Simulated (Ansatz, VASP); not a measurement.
AsPt: VASP beside Ansatz

INCAR

```
PREC = Accurate ; ENCUT = 520
EDIFF = 1E-6 ; ISMEAR = 0
SIGMA = 0.05 ; LREAL = False
LASPH = True ; NELM = 100
ALGO = Normal ; ISIF = 2
LWAVE = False ; LCHARG = False
GGA = PE ; NBANDS = 14
```

The input KPOINTS:

```
regular mesh
0
Gamma
  12 12 12
```

The input POSCAR:

```
AsPt
1.0
    0.0000000000      2.8129469837      2.8129469837
    2.8129469837      0.0000000000      2.8129469837
    2.8129469837      2.8129469837      0.0000000000
Pt As
1 1
Direct
    0.0000000000      0.0000000000      0.0000000000
    0.2500000000      0.2500000000      0.2500000000
```

Input for Ansatz:

```yaml
crystal:
  lattice:
    - [0.0, 2.8129469837, 2.8129469837]
    - [2.8129469837, 0.0, 2.8129469837]
    - [2.8129469837, 2.8129469837, 0.0]
  atoms:
    - { symbol: Pt, position: [0.0, 0.0, 0.0] }
    - { symbol: As, position: [0.25, 0.25, 0.25] }
basis:
  ecutwfc: 420
  ecutrho_ratio: 4
kpoints:
  mp_grid: { grid: [12, 12, 12] }
hamiltonian:
  xc: pbe
scf:
  occupations: { method: gaussian, width: 0.05 }
output:
  forces: true
  stress: true
  eigenvalues: true
```

Alike in both runs: task single point; functional PBE; k mesh 12 × 12 × 12; occupations gaussian, width 0.05 eV; no spin polarisation.

```csv
,VASP,Ansatz
version,VASP 6.6.1,Ansatz 0.2.0
potentials or method,"VASP PAW PBE potentials, release 64 (Pt, As), cutoff 520 eV","scalar-relativistic, plane waves, PAW"
valence electrons in the cell,15,33
```

```csv
,VASP,Ansatz,Ansatz less VASP
gap on the k mesh at the Fermi level (eV),none,none,-
pressure (GPa),0.0,0.0,-0.01
```

A gap of «none» marks a metal or a gap that the smearing closes. VASP's potentials hold 15 valence electrons a cell and Ansatz's 33, so a difference there can come from the potentials and not from the codes.

Spin-orbit coupling is off throughout.
